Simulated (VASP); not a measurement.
# LiFeBi3 (Pm-3m) in VASP: notebook

LiFeBi3 is run at these levels: PBE; tasks: single point, relaxation of cell and atoms.

All numbers are computed with VASP 6.6.1; they aren't measurements. Logs are shortened: lines on timing, memory, paths and dates and some standing lists are left out, and cuts for length are marked.

## Step 1: The cell of the first run

Symmetry: Pm-3m, No. 221, cubic system. Conventional cell: a = 4.781 Å, b = 4.781 Å, c = 4.781 Å, α = 90.00°, β = 90.00°, γ = 90.00°. Li (site symmetry m-3m) has 6 Bi at 2.39 Å within 3.2 Å. Fe (site symmetry m-3m) has 12 Bi at 3.38 Å and 8 Li at 4.14 Å within 4.4 Å. Within 3.2 Å of Bi (site symmetry 4/mmm) lie 2 Li at 2.39 Å.

## Step 2: Single point, PBE, collinear spin, ferromagnetic start

The input, INCAR:

```
ALGO     = Fast           # electronic algorithm
EDIFF    = 1E-6           # SCF threshold, eV
ENCUT    = 520            # plane-wave cutoff, eV
GGA      = PE             # functional
ISIF     = 2              # what is computed and relaxed
ISMEAR   = 0              # smearing method
ISPIN    = 2              # spin polarisation
LASPH    = True           # aspherical terms in the spheres
LCHARG   = False          # write CHGCAR
LMAXMIX  = 4              # l up to which the mixer works
LORBIT   = 11             # projections on sites
LREAL    = False          # projectors in reciprocal space
LWAVE    = False          # write WAVECAR
MAGMOM   = 0 4 0 0 0      # initial moments
NBANDS   = 40             # bands
NELM     = 150            # most SCF steps
PREC     = Accurate       # precision mode
SIGMA    = 0.1            # smearing width, eV
```

The input, KPOINTS:

```
k-points
0
Gamma
  4 4 4
```

The input, POSCAR:

```
LiFeBi3
1.0
    4.7810372014      0.0000000000      0.0000000000
    0.0000000000      4.7810372014      0.0000000000
    0.0000000000      0.0000000000      4.7810372014
Li Fe Bi
1 1 3
Direct
    0.5000000000      0.5000000000      0.5000000000
    0.0000000000      0.0000000000      0.0000000000
    0.0000000000      0.5000000000      0.5000000000
    0.5000000000      0.0000000000      0.5000000000
    0.5000000000      0.5000000000      0.0000000000
```

Potentials or basis: VASP PAW PBE potentials, release 64 (Li_sv, Fe, Bi_d).

On the command line:

```bash
> cat potpaw_PBE.64/Li_sv/POTCAR potpaw_PBE.64/Fe/POTCAR potpaw_PBE.64/Bi_d/POTCAR > POTCAR
> mpirun -np 1 vasp_std > vasp.out
```

OUTCAR:

```text
EDIFF = 1E-6
   ENCUT = 520
   GGA = PE
   ISIF = 2
   ISMEAR = 0
   ISPIN = 2
   LASPH = True
   LORBIT = 11
   LREAL = False
   NELM = 150
   PREC = Accurate

 ion  position               nearest neighbor table
   1  0.500  0.500  0.500-   3 2.39   4 2.39   5 2.39   5 2.39   4 2.39   3 2.39
   2  0.000  0.000  0.000-   3 3.38   4 3.38   5 3.38   3 3.38   4 3.38   3 3.38   5 3.38   3 3.38
                             4 3.38   5 3.38   4 3.38   5 3.38
   3  0.000  0.500  0.500-   1 2.39   1 2.39   4 3.38   5 3.38   2 3.38   5 3.38   2 3.38   4 3.38
                             2 3.38   2 3.38   4 3.38   5 3.38   5 3.38   4 3.38
   4  0.500  0.000  0.500-   1 2.39   1 2.39   3 3.38   5 3.38   2 3.38   5 3.38   2 3.38   3 3.38
                             5 3.38   5 3.38   2 3.38   3 3.38   2 3.38   3 3.38
   5  0.500  0.500  0.000-   1 2.39   1 2.39   3 3.38   4 3.38   2 3.38   3 3.38   4 3.38   2 3.38
                             4 3.38   4 3.38   2 3.38   3 3.38   3 3.38   2 3.38

  LATTYP: Found a simple cubic cell.
 ALAT       =     4.7810372014

  Lattice vectors:

 A1 = (   4.7810372014,   0.0000000000,   0.0000000000)
 A2 = (   0.0000000000,   4.7810372014,   0.0000000000)
 A3 = (   0.0000000000,   0.0000000000,   4.7810372014)

Analysis of symmetry for initial positions (statically):
=====================================================================
 Subroutine PRICEL returns:
 Original cell was already a primitive cell.

 Routine SETGRP: Setting up the symmetry group for a
 simple cubic supercell.

 Subroutine GETGRP returns: Found 48 space group operations
 (whereof 48 operations were pure point group operations)
 out of a pool of 48 trial point group operations.

The static configuration has the point symmetry O_h .

Analysis of symmetry for dynamics (positions and initial velocities):
=====================================================================
 Subroutine PRICEL returns:
 Original cell was already a primitive cell.

 Routine SETGRP: Setting up the symmetry group for a
 simple cubic supercell.

 Subroutine GETGRP returns: Found 48 space group operations
 (whereof 48 operations were pure point group operations)
 out of a pool of 48 trial point group operations.

The dynamic configuration has the point symmetry O_h .

Analysis of structural, dynamic, and magnetic symmetry:
=====================================================================
 Subroutine PRICEL returns:
 Original cell was already a primitive cell.

 Routine SETGRP: Setting up the symmetry group for a
 simple cubic supercell.

 Subroutine GETGRP returns: Found 48 space group operations
 (whereof 48 operations were pure point group operations)
 out of a pool of 48 trial point group operations.
[... 128 lines left out ...]
 maximum number of plane-waves:      3016
 NGX is ok and might be reduce to    36
   NGX = 17   NGY = 17   NGZ = 17

 number of electron      56.0000045 magnetization       3.1585373

 Free energy of the ion-electron system (eV)
  ---------------------------------------------------
  ext. energy  EPLUGINS =         0.00000000
  ---------------------------------------------------
  free energy    TOTEN  =       -17.35807574 eV

  energy without entropy =      -17.31380339  energy(sigma->0) =      -17.33593957

 E-fermi :   8.1010     XC(G=0): -10.6867

 val. band max:        8.0971417692   @ k =   0.2500   0.2500   0.2500
 cond. band min:       8.1039475928   @ k =   0.5000   0.5000   0.0000
 fundamental gap:      0.0068058236
 Fermi energy:         8.1010218812

 spin component 1

 k-point     1 :       0.0000    0.0000    0.0000
  band No.  band energies     occupation
      1     -38.8193      1.00000
      2     -15.1338      1.00000
      3     -15.1192      1.00000
      4     -15.1192      1.00000
      5     -15.1192      1.00000
      6     -14.9696      1.00000
[... 419 lines left out ...]
     39      15.6977      0.00000
     40      15.6977      0.00000
 Fermi energy:         8.1010218812

 spin component 2

 k-point     1 :       0.0000    0.0000    0.0000
  band No.  band energies     occupation
      1     -38.8147      1.00000
      2     -15.1290      1.00000
      3     -15.1149      1.00000
      4     -15.1149      1.00000
      5     -15.1149      1.00000
      6     -14.9732      1.00000
[... 419 lines left out ...]
     39      16.0699      0.00000
     40      16.0699      0.00000

------------------------ aborting loop because EDIFF is reached ----------------------------------------

  FORCE on cell =-STRESS in cart. coord.  units (eV):
  Direction    XX          YY          ZZ          XY          YZ          ZX
  --------------------------------------------------------------------------------------
  -------------------------------------------------------------------------------------
  Total        9.0236996      9.0236996      9.0236996     -0.0000000      0.0000000     -0.0000000
  in kB      132.2905557    132.2905557    132.2905557     -0.0000000      0.0000000     -0.0000000
  external PRESSURE =     132.2905557 kB  Pullay stress =       0.0000000 kB

 VOLUME and BASIS-vectors are now :
 -----------------------------------------------------------------------------
  energy-cutoff  :      520.00
  volume of cell :      109.29
      direct lattice vectors                 reciprocal lattice vectors
     4.781037201  0.000000000  0.000000000     0.209159636  0.000000000  0.000000000
     0.000000000  4.781037201  0.000000000     0.000000000  0.209159636  0.000000000
     0.000000000  0.000000000  4.781037201     0.000000000  0.000000000  0.209159636

 POSITION                                       TOTAL-FORCE (eV/Angst)
 -----------------------------------------------------------------------------------
      2.39052      2.39052      2.39052         0.000000      0.000000      0.000000
      0.00000      0.00000      0.00000         0.000000      0.000000      0.000000
      0.00000      2.39052      2.39052         0.000000      0.000000      0.000000
      2.39052      0.00000      2.39052         0.000000      0.000000      0.000000
      2.39052      2.39052      0.00000         0.000000      0.000000      0.000000
 -----------------------------------------------------------------------------------
    total drift:                                0.000000      0.000000      0.000000

  FREE ENERGIE OF THE ION-ELECTRON SYSTEM (eV)
  ---------------------------------------------------
  free  energy   TOTEN  =       -17.3580757428 eV

  energy  without entropy=      -17.3138033942  energy(sigma->0) =      -17.33593957

 total charge

# of ion       s       p       d       tot
------------------------------------------
    1        2.071   0.193   0.000   2.264
    2        0.361   0.144   6.115   6.620
    3        1.552   1.415   9.933  12.900
    4        1.552   1.415   9.933  12.900
    5        1.552   1.415   9.933  12.900
--------------------------------------------------
tot          7.090   4.581  35.916  47.586

 magnetization (x)

# of ion       s       p       d       tot
------------------------------------------
    1        0.000   0.004   0.000   0.004
    2        0.047   0.024   3.009   3.080
    3        0.007  -0.012   0.000  -0.004
    4        0.007  -0.012   0.000  -0.004
    5        0.007  -0.012   0.000  -0.004
--------------------------------------------------
tot          0.069  -0.007   3.009   3.072
```

It took 4.3 min on 1 thread of Oxide Virtual Turin-like, shared host; peak memory 0.24 GiB.

Results:

```yaml
Free_energy: -17.3581 eV
Net_moment: 3.16 μB per cell
Site_moments: Li +0.00; Fe +3.08; Bi -0.00 μB
Valence_electrons_inside_the_program's_atomic_spheres: Li 2.26; Fe 6.62; Bi 12.90
```

Caveat: the cutoff is under 1.25 times the usual one of these potentials, so pressure, stress and relaxed cells hold a basis-set (Pulay) error; spin-orbit coupling is left out, which moves the levels of the heavy elements.

## Step 3: Single point, PBE, collinear spin, ferromagnetic start

This run uses another cell than the first one, of 27.02 Å³/atom, 1.236 times its volume.

The input, INCAR:

```
SYSTEM = LiFeBi3
  PREC = Accurate
  ENCUT = 520
  EDIFF = 1E-7
  ISMEAR = 0
  SIGMA = 0.1
  LREAL = .FALSE.
  LASPH = .TRUE.
  NELM = 150
  ALGO = Normal
  ISIF = 2
  LWAVE = .FALSE.
  LCHARG = .FALSE.
  ISPIN = 2
  MAGMOM = 0 3.51 0 0 0
  LORBIT = 11
  LMAXMIX = 4
  GGA = PE
  NBANDS = 40
```

The input, KPOINTS:

```
Automatic mesh
0
G
  4 4 4
  0 0 0
```

Changes to POSCAR since step 2:

```diff
@@ -2,5 +2,5 @@
 1.0
-    4.7810372014      0.0000000000      0.0000000000
-    0.0000000000      4.7810372014      0.0000000000
-    0.0000000000      0.0000000000      4.7810372014
+    5.1311437332      0.0000000000      0.0000000000
+    0.0000000000      5.1311437332      0.0000000000
+    0.0000000000      0.0000000000      5.1311437332
 Li Fe Bi
```

Potentials or basis: VASP PAW PBE potentials, release 64 (Li_sv, Fe, Bi_d).

On the command line:

```bash
> cat potpaw_PBE.64/Li_sv/POTCAR potpaw_PBE.64/Fe/POTCAR potpaw_PBE.64/Bi_d/POTCAR > POTCAR
> mpirun -np 1 vasp_std > vasp.out
```

Wall time 4.4 min (1 thread of Oxide Virtual Turin-like, shared host); peak memory 0.3 GiB.

The run converged. Its results:

| Quantity | Value |
| --- | --- |
| Free energy | -18.2391 eV |
| Net moment | 3.35 μB per cell |
| Site moments | Li +0.00; Fe +3.26; Bi -0.01 μB |
| Valence electrons inside the program's atomic spheres | Li 2.17; Fe 6.50; Bi 12.77 |

Levels at points of the mesh, in eV from the Fermi level:
Spin up:
| k point | band 25 | band 26 | band 27 | band 28 | band 29 | band 30 | band 31 | band 32 | band 33 | band 34 |
| --- | --- | --- | --- | --- | --- | --- | --- | --- | --- | --- |
| (0.00, 0.00, 0.00) | -2.95 | -2.91 | -2.91 | -1.10 | 0.63 | 0.63 | 0.63 | 1.25 | 1.25 | 1.25 |
| (0.50, 0.00, 0.00) | -2.81 | -2.52 | -2.52 | -1.21 | -1.21 | -0.91 | -0.18 | 1.58 | 1.58 | 2.40 |
| (0.50, 0.50, 0.00) | -2.82 | -2.81 | -2.27 | -1.27 | -1.27 | -0.43 | -0.43 | 1.34 | 2.30 | 2.72 |
| (0.50, 0.50, 0.50) | -2.88 | -2.88 | -2.87 | -2.87 | -1.57 | 2.38 | 2.38 | 3.35 | 3.35 | 3.35 |
Spin down:
| k point | band 24 | band 25 | band 26 | band 27 | band 28 | band 29 |
| --- | --- | --- | --- | --- | --- | --- |
| (0.00, 0.00, 0.00) | -0.05 | -0.05 | 0.00 | 0.00 | 0.00 | 0.59 |
| (0.50, 0.00, 0.00) | -1.20 | -1.20 | -0.90 | -0.02 | -0.02 | 0.02 |
| (0.50, 0.50, 0.00) | -1.35 | -1.25 | -1.25 | -0.01 | 0.03 | 0.14 |
| (0.50, 0.50, 0.50) | -0.91 | 0.10 | 0.10 | 0.13 | 0.13 | 0.13 |

Caveat: the cutoff is under 1.25 times the usual one of these potentials, so pressure, stress and relaxed cells hold a basis-set (Pulay) error; spin-orbit coupling is left out, which moves the levels of the heavy elements.

## Step 4: Relaxation of cell and atoms, PBE, collinear spin, ferromagnetic start

Changes to INCAR since step 3:

```diff
@@ -2,3 +2,3 @@
   PREC = Accurate
-  ENCUT = 520
+  ENCUT = 600
   EDIFF = 1E-7
@@ -10,3 +10,3 @@
   ALGO = Normal
-  ISIF = 2
+  ISIF = 3
   LWAVE = .FALSE.
@@ -18,2 +18,4 @@
   GGA = PE
-  NBANDS = 40
+  IBRION = 2
+  NSW = 90
+  EDIFFG = -0.04
```

KPOINTS is that of step 3.

Changes to POSCAR since step 3:

```diff
@@ -2,5 +2,5 @@
 1.0
-    5.1311437332      0.0000000000      0.0000000000
-    0.0000000000      5.1311437332      0.0000000000
-    0.0000000000      0.0000000000      5.1311437332
+    4.7810372014      0.0000000000      0.0000000000
+    0.0000000000      4.7810372014      0.0000000000
+    0.0000000000      0.0000000000      4.7810372014
 Li Fe Bi
```

On the command line:

```bash
> cat potpaw_PBE.64/Li_sv/POTCAR potpaw_PBE.64/Fe/POTCAR potpaw_PBE.64/Bi_d/POTCAR > POTCAR
> mpirun -np 1 vasp_std > vasp.out
```

Run time: 15 min. Hardware: 1 thread of Oxide Virtual Turin-like, shared host; peak memory 0.29 GiB.

It converged, with:

```
Free energy                                           : -16.9814 eV
Relaxed volume                                        : 25.49 Å³/atom
Relaxed cell                                          : a = 5.033 Å, b = 5.033 Å, c = 5.033 Å, α = 90.00°, β = 90.00°, γ = 90.00°
Space group after relaxing (to 0.05 Å)                : Pm-3m (No. 221)
Energy gained by relaxing                             : -75.6 meV/atom
Ionic steps                                           : 5
Pressure after relaxing                               : 0.0 GPa
Band gap on the k mesh                                : zero (filled and empty bands overlap)
Net moment                                            : 0.00 μB per cell
Valence electrons inside the program's atomic spheres : Li 2.19; Fe 6.66; Bi 12.78
```

The path:
| step | energy change (eV) | largest force (eV/Å) | pressure (GPa) | volume (Å³) |
| --- | --- | --- | --- | --- |
| 1 | 0.0000 | 0.0000 | 13.25 | 109.29 |
| 2 | 0.5318 | 0.0000 | -3.46 | 140.45 |
| 3 | 0.4003 | 0.0000 | -1.48 | 132.12 |
| 4 | 0.3814 | 0.0000 | -0.61 | 129.25 |
| 5 | 0.3780 | 0.0000 | 0.00 | 127.46 |

Final structure:
```
Li Fe Bi
1.0
     5.03256    0.00000    0.00000
     0.00000    5.03256    0.00000
     0.00000    0.00000    5.03256
Li Fe Bi
1 1 3
Direct
  0.50000 0.50000 0.50000
  0.00000 0.00000 0.00000
  0.00000 0.50000 0.50000
  0.50000 0.00000 0.50000
  0.50000 0.50000 0.00000
```

Levels at points of the mesh, in eV from the Fermi level:
Spin up:
```
           k point  band 25  band 26  band 27  band 28  band 29  band 30  band 31  band 32
(0.00, 0.00, 0.00)    -0.26    -0.26    -0.26    -0.26     0.73     0.73     0.73     1.47
(0.50, 0.00, 0.00)    -1.18    -0.84    -0.25    -0.24    -0.24    -0.16     0.92     1.97
(0.50, 0.50, 0.00)    -1.15    -1.15    -0.21    -0.20    -0.12     0.71     0.71     2.34
(0.50, 0.50, 0.50)    -0.13    -0.13    -0.13    -0.13    -0.13     2.60     2.60     3.67
```
Spin down:
| k point | band 24 | band 25 | band 26 | band 27 | band 28 | band 29 | band 30 | band 31 | band 32 | band 33 |
| --- | --- | --- | --- | --- | --- | --- | --- | --- | --- | --- |
| (0.00, 0.00, 0.00) | -0.26 | -0.26 | -0.26 | -0.26 | -0.26 | 0.73 | 0.73 | 0.73 | 1.47 | 1.47 |
| (0.50, 0.00, 0.00) | -1.18 | -1.18 | -0.84 | -0.25 | -0.24 | -0.24 | -0.16 | 0.92 | 1.97 | 1.97 |
| (0.50, 0.50, 0.00) | -1.44 | -1.15 | -1.15 | -0.21 | -0.20 | -0.12 | 0.71 | 0.71 | 2.34 | 2.51 |
| (0.50, 0.50, 0.50) | -0.78 | -0.13 | -0.13 | -0.13 | -0.13 | -0.13 | 2.60 | 2.60 | 3.67 | 3.67 |

Caveat: the cutoff is under 1.25 times the usual one of these potentials, so pressure, stress and relaxed cells hold a basis-set (Pulay) error; the starting moments collapsed, and a magnetic state may lie lower; the volume moved by over 15 % at a fixed basis, so the end points are rough; spin-orbit coupling is left out, which moves the levels of the heavy elements.
